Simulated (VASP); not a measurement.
Ta, 1 atom in the cell. Symmetry: I4/mmm, No. 139, tetragonal system. Conventional cell: a = 3.281 Å, b = 3.281 Å, c = 3.543 Å, α = 90.00°, β = 90.00°, γ = 90.00°. Within 3.8 Å of Ta (site symmetry 4/mmm) lie 14 Ta at 2.92 to 3.54 Å.  This cell differs from its parent crystal: strain +0.000 along x and y, +0.080 along z.

```yaml
Program: VASP 6.6.1
Task: single point
Functional: PBEsol
Potentials_or_basis: VASP PAW PBE potentials, release 64 (Ta_pv)
Cutoff: 520 eV
k_mesh: 26 × 26 × 26
Occupations: gaussian, width 0.15 eV
Spin: no spin polarisation
Dipole_correction: no
Further_INCAR_settings: ALGO = Fast; EDIFF = 1e-07; NBANDS = 12
```

Potentials or basis: VASP PAW PBE potentials, release 64 (Ta_pv).

Command:

```bash
$ cat potpaw_PBE.64/Ta_pv/POTCAR > POTCAR
$ mpirun -np 1 vasp_std > vasp.out
```

Hardware: 1 thread of Intel(R) Xeon(R) Platinum 8488C (Sapphire Rapids), with other jobs on the host.

Question: How long does it take, and how much memory?

Answer: It took 2.8 min on 1 thread of Intel(R) Xeon(R) Platinum 8488C (Sapphire Rapids), with other jobs on the host, peak memory 0.39 GiB. Counts: scf iterations 16, k points 1330.
